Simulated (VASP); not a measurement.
# MnAs (P6_3/mmc) in VASP: further runs

Runs on MnAs. Level: PBEsol. Tasks: single point.

Everything below comes from runs of VASP 6.6.1. Logs are shortened: lines on timing, memory, paths and dates and some standing lists are left out, and cuts for length are marked.

## 1. The cell of the first run

It takes space group P6_3/mmc (No. 194, hexagonal). Conventional cell: a = 3.710 Å, b = 3.710 Å, c = 5.691 Å, α = 90.00°, β = 90.00°, γ = 120.00°. As (site symmetry -6m2) has 6 Mn at 2.57 Å within 3.4 Å. Within 3.4 Å of Mn (site symmetry -3m) lie 6 As at 2.57 Å and 2 Mn at 2.85 Å.

## 2. Single point, PBEsol

INCAR

```
SYSTEM = MnAs
ALGO = Normal
EDIFF = 1E-6
ENCUT = 520
GGA = PS
ISIF = 2
ISMEAR = -1
LASPH = .TRUE.
LCHARG = .TRUE.
LELF = .TRUE.
LREAL = .FALSE.
LVHAR = .TRUE.
LWAVE = .FALSE.
NBANDS = 26
NELM = 100
PREC = Accurate
SIGMA = 0.05
```

KPOINTS

```
k-points
0
G
  8 8 5
  0 0 0
```

POSCAR

```
MnAs
1.0
    3.7100000000      0.0000000000      0.0000000000
   -1.8550000000      3.2129542480      0.0000000000
    0.0000000000      0.0000000000      5.6910000000
As Mn
2 2
Direct
    0.6666666667      0.3333333333      0.7500000000
    0.3333333333      0.6666666667      0.2500000000
    0.0000000000      0.0000000000      0.5000000000
    0.0000000000      0.0000000000      0.0000000000
```

Potentials or basis: VASP PAW PBE potentials, release 64 (As, Mn_pv).

Command:

```
$ cat potpaw_PBE.64/As/POTCAR potpaw_PBE.64/Mn_pv/POTCAR > POTCAR
$ mpirun -np 1 vasp_std > vasp.out
```

OUTCAR:

```text
SYSTEM = MnAs
   EDIFF = 1E-6
   ENCUT = 520
   GGA = PS
   ISIF = 2
   ISMEAR = -1
   LASPH = .TRUE.
   LREAL = .FALSE.
   NELM = 100
   PREC = Accurate

 ion  position               nearest neighbor table
   1  0.667  0.333  0.750-   3 2.57   4 2.57   3 2.57   4 2.57   3 2.57   4 2.57
   2  0.333  0.667  0.250-   3 2.57   4 2.57   3 2.57   4 2.57   3 2.57   4 2.57
   3  0.000  0.000  0.500-   1 2.57   2 2.57   2 2.57   1 2.57   1 2.57   2 2.57   4 2.85   4 2.85

   4  0.000  0.000  0.000-   1 2.57   2 2.57   2 2.57   1 2.57   1 2.57   2 2.57   3 2.85   3 2.85

  LATTYP: Found a hexagonal cell.
 ALAT       =     3.7100000000
 C/A-ratio  =     1.5339622642

  Lattice vectors:

 A1 = (   3.7100000000,   0.0000000000,   0.0000000000)
 A2 = (  -1.8550000000,   3.2129542480,   0.0000000000)
 A3 = (   0.0000000000,   0.0000000000,   5.6910000000)

Analysis of symmetry for initial positions (statically):
=====================================================================
 Subroutine PRICEL returns:
 Original cell was already a primitive cell.

 Routine SETGRP: Setting up the symmetry group for a
 hexagonal supercell.

 Subroutine GETGRP returns: Found 24 space group operations
 (whereof 12 operations were pure point group operations)
 out of a pool of 24 trial point group operations.

The static configuration has the point symmetry D_3d.
 The point group associated with its full space group is D_6h.

Analysis of symmetry for dynamics (positions and initial velocities):
=====================================================================
 Subroutine PRICEL returns:
 Original cell was already a primitive cell.

 Routine SETGRP: Setting up the symmetry group for a
 hexagonal supercell.

 Subroutine GETGRP returns: Found 24 space group operations
 (whereof 12 operations were pure point group operations)
 out of a pool of 24 trial point group operations.

The dynamic configuration has the point symmetry D_3d.
 The point group associated with its full space group is D_6h.

 Subroutine INISYM returns: Found 24 space group operations
 (whereof 12 operations are pure point group operations),
 and found     1 'primitive' translations

----------------------------------------------------------------------------------------

                                     Primitive cell

  volume of cell :      67.8371

  direct lattice vectors                    reciprocal lattice vectors
     3.710000000  0.000000000  0.000000000     0.269541779  0.155620019  0.000000000
    -1.855000000  3.212954248  0.000000000     0.000000000  0.311240037  0.000000000
     0.000000000  0.000000000  5.691000000     0.000000000  0.000000000  0.175716043

  length of vectors
     3.710000000  3.710000000  5.691000000     0.311240037  0.311240037  0.175716043

  position of ions in fractional coordinates (direct lattice)
     0.666666667  0.333333333  0.750000000
     0.333333333  0.666666667  0.250000000
     0.000000000  0.000000000  0.500000000
     0.000000000  0.000000000  0.000000000

  ion indices of the primitive-cell ions
   primitive index   ion index
                 1           1
                 2           2
                 3           3
                 4           4

----------------------------------------------------------------------------------------

 KPOINTS: k-points

Automatic generation of k-mesh.
 Grid dimensions read from file:
 generate k-points for:    8    8    5

 Generating k-lattice:

  Cartesian coordinates                     Fractional coordinates (reciprocal lattice)
     0.033692722  0.019452502  0.000000000     0.125000000 -0.000000000  0.000000000
     0.000000000  0.038905005  0.000000000     0.000000000  0.125000000  0.000000000
     0.000000000  0.000000000  0.035143209     0.000000000  0.000000000  0.200000000

  Length of vectors
     0.038905005  0.038905005  0.035143209

  Shift w.r.t. Gamma in fractional coordinates (k-lattice)
     0.000000000  0.000000000  0.000000000

 Subroutine IBZKPT returns following result:
 ===========================================

 Found     30 irreducible k-points:

 Following reciprocal coordinates:
            Coordinates               Weight
  0.000000  0.000000  0.000000      1.000000
  0.125000  0.000000  0.000000      6.000000
  0.250000  0.000000  0.000000      6.000000
  0.375000  0.000000  0.000000      6.000000
  0.500000  0.000000  0.000000      3.000000
  0.125000  0.125000  0.000000      6.000000
[... 16 lines left out ...]
  0.250000  0.000000  0.400000     12.000000
  0.375000  0.000000  0.400000     12.000000
 [... further k-points ...]
   k-points           NKPTS =     30   k-points in BZ     NKDIM =     30   number of bands    NBANDS=     26
   number of dos      NEDOS =    301   number of ions     NIONS =      4
   total plane-waves  NPLWV =  32928
   dimension x,y,z NGX =    28 NGY =   28 NGZ =   42
   dimension x,y,z NGXF=    56 NGYF=   56 NGZF=   84
   ions per type =               2   2
   NGX,Y,Z   is equivalent  to a cutoff of  12.55, 12.55, 12.27 a.u.
   NGXF,Y,Z  is equivalent  to a cutoff of  25.09, 25.09, 24.54 a.u.
 SYSTEM =  MnAs
   PREC   = accura    normal or accurate (medium, high low for compatibility)
   ISTART =      0    job   : 0-new  1-cont  2-samecut
   ICHARG =      2    charge: 1-file 2-atom 10-const
   ISPIN  =      1    spin polarized calculation?
   LNONCOLLINEAR =      F non collinear calculations
   LSORBIT =      F    spin-orbit coupling
   LASPH  =      T    aspherical Exc in radial PAW
   ENCUT  =  520.0 eV  38.22 Ry    6.18 a.u.   6.90  6.90 10.58*2*pi/ulx,y,z
   NELM   =    100;   NELMIN=  2; NELMDL= -5     # of ELM steps
   EDIFF  = 0.1E-05   stopping-criterion for ELM
   LREAL  =      F    real-space projection
   EDIFFG = 0.1E-04   stopping-criterion for IOM
   NSW    =      0    number of steps for IOM
   IBRION =     -1    ionic relax: 0-MD 1-quasi-New 2-CG
   NFREE  =      0    steps in history (QN), initial steepest desc. (CG)
   ISIF   =      2    stress and relaxation
   ISYM   =      2    0-nonsym 1-usesym 2-fastsym
   POTIM  = 0.5000    time-step for ionic-motion
   TEBEG  =    0.0;   TEEND  =   0.0 temperature during run
   PSTRESS=    0.0 pullay stress
   NELECT =      36.0000    total number of electrons
   NUPDOWN=      -1.0000    fix difference up-down
   EMIN   =  10.00;   EMAX   =-10.00  energy-range for DOS
   EFERMI =   0.00;   METHOD = LEGACY
   ISMEAR =    -1;   SIGMA  =   0.05  broadening in eV -4-tet -1-fermi 0-gaus
   EFERMI_NEDOS =   21; number of points for ismear=-14 and -15
   IALGO  =     38    algorithm
   IMIX   =      4    mixing-type and parameters
     AMIX     =   0.40;   BMIX     =  1.00
     AMIX_MAG =   1.60;   BMIX_MAG =  1.00
  volume/ion in A,a.u.               =      16.96       114.45
  Fermi-wavevector in a.u.,A,eV,Ry     =   1.325419  2.504679 23.901852  1.756737
  Thomas-Fermi vector in A             =   2.454882
   LORBIT       =      0    0 simple, 1 ext, 2 COOP (PROOUT), +10 PAW based schemes
   GGA     = PS    functional components
   LHFCALC =     F    Hartree Fock is set to
   AEXX    =    0.0000 exact exchange contribution
   IVDW    =     0    specifies the selected vdW correction
   LEPSILON=     F    determine dielectric tensor
   LRPA    =     F    only Hartree local field effects (RPA)
 non-spin polarized calculation
  energy-cutoff  :      520.00
  volume of cell :       67.84
 maximum number of plane-waves:      1844
 NGX is ok and might be reduce to    28
   NGX = 13   NGY = 13   NGZ = 21

 number of electron      35.9999984 magnetization

 Free energy of the ion-electron system (eV)
  ---------------------------------------------------
  ext. energy  EPLUGINS =         0.00000000
  ---------------------------------------------------
  free energy    TOTEN  =       -28.76417844 eV

  energy without entropy =      -28.67433466  energy(sigma->0) =      -28.71925655

 E-fermi :   6.1644     XC(G=0): -11.3469

 val. band max:        6.1621202498   @ k =   0.3750   0.1250   0.4000
 cond. band min:       6.1682404432   @ k =   0.3750   0.2500   0.0000
 fundamental gap:      0.0061201935
 Fermi energy:         6.1644346681

 k-point     1 :       0.0000    0.0000    0.0000
  band No.  band energies     occupation
      1     -41.5683      2.00000
      2     -41.4639      2.00000
      3     -41.3610      2.00000
      4     -41.3610      2.00000
      5     -41.3506      2.00000
      6     -41.3505      2.00000
[... 18 lines left out ...]
     25      10.4135      0.00000
     26      11.8436      0.00000

 k-point     2 :       0.1250    0.0000    0.0000
  band No.  band energies     occupation
      1     -41.5681      2.00000
      2     -41.4638      2.00000
      3     -41.3622      2.00000
      4     -41.3614      2.00000
      5     -41.3516      2.00000
      6     -41.3508      2.00000
[... 18 lines left out ...]
     25      11.5702      0.00000
     26      12.9220      0.00000

 k-point     3 :       0.2500    0.0000    0.0000
  band No.  band energies     occupation
      1     -41.5675      2.00000
      2     -41.4635      2.00000
      3     -41.3651      2.00000
      4     -41.3621      2.00000
      5     -41.3541      2.00000
      6     -41.3514      2.00000
[... 18 lines left out ...]
     25      11.6989      0.00000
     26      13.1248      0.00000

 k-point     4 :       0.3750    0.0000    0.0000
  band No.  band energies     occupation
      1     -41.5670      2.00000
      2     -41.4632      2.00000
      3     -41.3680      2.00000
      4     -41.3629      2.00000
      5     -41.3565      2.00000
      6     -41.3519      2.00000
[... 18 lines left out ...]
     25      11.5008      0.00000
     26      12.3383      0.00000

 k-point     5 :       0.5000    0.0000    0.0000
  band No.  band energies     occupation
      1     -41.5667      2.00000
      2     -41.4631      2.00000
      3     -41.3692      2.00000
      4     -41.3632      2.00000
      5     -41.3576      2.00000
      6     -41.3522      2.00000
[... 18 lines left out ...]
     25      11.4041      0.00000
     26      11.9797      0.00000

 k-point     6 :       0.1250    0.1250    0.0000
  band No.  band energies     occupation
      1     -41.5677      2.00000
      2     -41.4636      2.00000
      3     -41.3641      2.00000
      4     -41.3620      2.00000
      5     -41.3532      2.00000
      6     -41.3513      2.00000
[... 427 lines left out ...]
 k-point    21 :       0.0000    0.0000    0.4000
  band No.  band energies     occupation
      1     -41.5324      2.00000
      2     -41.5001      2.00000
      3     -41.3574      2.00000
      4     -41.3574      2.00000
      5     -41.3542      2.00000
      6     -41.3542      2.00000
[... 18 lines left out ...]
     25      11.7334      0.00000
     26      12.7442      0.00000

 k-point    22 :       0.1250    0.0000    0.4000
  band No.  band energies     occupation
      1     -41.5322      2.00000
      2     -41.5000      2.00000
      3     -41.3585      2.00000
      4     -41.3577      2.00000
      5     -41.3553      2.00000
      6     -41.3544      2.00000
[... 18 lines left out ...]
     25      12.4787      0.00000
     26      13.1645      0.00000

 k-point    23 :       0.2500    0.0000    0.4000
  band No.  band energies     occupation
      1     -41.5317      2.00000
      2     -41.4996      2.00000
      3     -41.3613      2.00000
      4     -41.3584      2.00000
      5     -41.3579      2.00000
      6     -41.3551      2.00000
[... 18 lines left out ...]
     25      11.8954      0.00000
     26      12.1322      0.00000

 k-point    24 :       0.3750    0.0000    0.4000
  band No.  band energies     occupation
      1     -41.5313      2.00000
      2     -41.4992      2.00000
      3     -41.3640      2.00000
      4     -41.3605      2.00000
      5     -41.3591      2.00000
      6     -41.3557      2.00000
[... 18 lines left out ...]
     25      10.8037      0.00000
     26      11.6689      0.00000

 [... further k-points ...]

------------------------ aborting loop because EDIFF is reached ----------------------------------------

  FORCE on cell =-STRESS in cart. coord.  units (eV):
  Direction    XX          YY          ZZ          XY          YZ          ZX
  --------------------------------------------------------------------------------------
  -------------------------------------------------------------------------------------
  Total       -9.7746296     -9.7746296    -11.0207904      0.0000000     -0.0000000      0.0000000
  in kB     -230.8574302   -230.8574302   -260.2892848      0.0000000     -0.0000000      0.0000000
  external PRESSURE =    -240.6680484 kB  Pullay stress =       0.0000000 kB

 VOLUME and BASIS-vectors are now :
 -----------------------------------------------------------------------------
  energy-cutoff  :      520.00
  volume of cell :       67.84
      direct lattice vectors                 reciprocal lattice vectors
     3.710000000  0.000000000  0.000000000     0.269541779  0.155620019  0.000000000
    -1.855000000  3.212954248  0.000000000     0.000000000  0.311240037  0.000000000
     0.000000000  0.000000000  5.691000000     0.000000000  0.000000000  0.175716043

 POSITION                                       TOTAL-FORCE (eV/Angst)
 -----------------------------------------------------------------------------------
      1.85500      1.07098      4.26825        -0.000000     -0.000000      0.000000
     -0.00000      2.14197      1.42275         0.000000      0.000000      0.000000
      0.00000      0.00000      2.84550         0.000000      0.000000      0.000000
      0.00000      0.00000      0.00000         0.000000      0.000000      0.000000
 -----------------------------------------------------------------------------------
    total drift:                               -0.000000      0.000000     -0.000000

  FREE ENERGIE OF THE ION-ELECTRON SYSTEM (eV)
  ---------------------------------------------------
  free  energy   TOTEN  =       -28.7641784424 eV

  energy  without entropy=      -28.6743346612  energy(sigma->0) =      -28.71925655
```

It took 41 s on 1 thread of AMD EPYC 7R13 (Zen 3), shared host; peak memory 0.17 GiB.

Results:

* Free energy: -28.7642 eV
* Pressure: -24.1 GPa
* Band gap on the k mesh: zero (bands 18 and 19 overlap by 0.31 eV)

Caveat: the cell stands under tension; the PAW data sets were made with another functional, which shifts forces and pressure a little; the run has no spin polarisation, though such a crystal can be magnetic. Spin polarisation is off, so any magnetic state and its effect on volume and gap are missing.

## 3. Single point, PBEsol, collinear spin, ferromagnetic start

INCAR

```
SYSTEM = MnAs
  ALGO = Normal
  EDIFF = 1E-6
  ENCUT = 520
  GGA = PS
  ISIF = 2
  ISMEAR = -1
  ISPIN = 2
  LASPH = .TRUE.
  LCHARG = .FALSE.
  LMAXMIX = 4
  LORBIT = 11
  LREAL = .FALSE.
  LWAVE = .FALSE.
  MAGMOM = 0 0 5.5 5.5
  NBANDS = 30
  NELM = 150
  PREC = Accurate
  SIGMA = 0.05
```

KPOINTS is that of step 2.

POSCAR is that of step 2.

Potentials or basis: VASP PAW PBE potentials, release 64 (As, Mn_pv).

Command:

```
$ cat potpaw_PBE.64/As/POTCAR potpaw_PBE.64/Mn_pv/POTCAR > POTCAR
$ mpirun -np 1 vasp_std > vasp.out
```

Wall time 93 s (1 thread of AMD EPYC 7R13 (Zen 3), shared host); peak memory 0.22 GiB.

It converged, with:

```
Free energy                                           : -30.2563 eV
Pressure                                              : -8.5 GPa
Net moment                                            : 6.22 μB per cell
Site moments                                          : As -0.12; Mn +3.16 μB
Valence electrons inside the program's atomic spheres : As 2.78; Mn 11.58
```

Stress tensor (GPa, compression positive):
```
 -7.54   0.00   0.00
  0.00  -7.54   0.00
  0.00   0.00 -10.46
```

Levels at points of the mesh, in eV from the Fermi level:
Spin up:
```
           k point  band 18  band 19  band 20  band 21  band 22  band 23  band 24  band 25
(0.00, 0.00, 0.00)    -1.81    -0.44     0.57     0.57     1.50     2.87     2.87     3.76
(0.50, 0.00, 0.00)    -2.09    -2.06    -1.85    -1.59    -0.54     1.07     3.16     4.69
```
Spin down:
```tsv
k point	band 13	band 14	band 15	band 16	band 17	band 18
(0.00, 0.00, 0.00)	-0.17	-0.17	0.00	0.00	0.57	0.57
(0.50, 0.00, 0.00)	-2.69	-2.01	-1.33	0.66	0.71	0.76
```

Caveat: the cell stands under tension; the PAW data sets were made with another functional, which shifts forces and pressure a little; the run started ferromagnetic, and an antiferromagnetic order may lie lower in energy.

(Continued in part 2 of 2.)

The gap in the log of VASP goes by the Fermi energy; the results here count the filled bands.